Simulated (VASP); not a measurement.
A run of VASP 6.6.1 is set up as follows.

File POSCAR:

```
NiO
1.0
    0.0000000000      2.2835484600      2.2835484600
    2.2835484600      0.0000000000      2.2835484600
    2.2835484600      2.2835484600      0.0000000000
Ni O
1 1
Direct
    0.0000000000      0.0000000000      0.0000000000
    0.2500000000      0.2500000000      0.2500000000
```

File INCAR.step1:

```
PREC = Accurate
ENCUT = 600
EDIFF = 1E-5
ISMEAR = -1
SIGMA = 0.05
LREAL = False
LASPH = True
NELM = 150
ALGO = Normal
LWAVE = True
LCHARG = False
ISPIN = 2
MAGMOM = 1 0
LORBIT = 11
LMAXMIX = 4
GGA = PE
NBANDS = 19
```

The input INCAR.step2:

```
PREC = Accurate
ENCUT = 600
EDIFF = 1E-6
ISMEAR = -1
SIGMA = 0.05
LREAL = False
LASPH = True
NELM = 150
ALGO = Normal
ISIF = 3
LWAVE = False
LCHARG = False
ISPIN = 2
MAGMOM = 1 0
LORBIT = 11
LMAXMIX = 4
GGA = PE
LHFCALC = True
HFSCREEN = 0.2079
PRECFOCK = Normal
IBRION = 2
NSW = 60
EDIFFG = -0.01
ISTART = 1
```

KPOINTS

```
regular mesh
0
Gamma
  5 5 5
```

Potentials or basis: VASP PAW PBE potentials, release 64 (Ni, O).

Launch:

```console
$ cat potpaw_PBE.64/Ni/POTCAR potpaw_PBE.64/O/POTCAR > POTCAR
$ cp INCAR.step1 INCAR
$ mpirun -np 1 vasp_std > vasp.out
$ cp INCAR.step2 INCAR
$ mpirun -np 1 vasp_std > vasp.out
```

Problem. Predict the net moment.

Solution. 2.00 μB per cell.

Problem. Estimate the relaxed cell.

Solution. a = 3.144 Å, b = 3.144 Å, c = 3.144 Å, α = 60.00°, β = 60.00°, γ = 60.00°.

Problem. What does it give for the space group after relaxing (to 0.1 Å)?

Solution. F-43m (No. 216).

The path:
```csv
step,energy change (eV),largest force (eV/Å),pressure (GPa),volume (Å³)
1,0.0000,0.0000,-11.19,23.82
2,-0.0473,0.0000,7.96,21.06
3,-0.0695,0.0000,-0.14,21.98
```

Caveat: the k points lie up to 0.49 Å⁻¹ apart in the final cell, too coarse for converged energies and pressures of a metal; the PAW data sets were made with another functional, which shifts forces and pressure a little; a cell with one magnetic atom can't hold antiferromagnetic order, which such compounds often take.
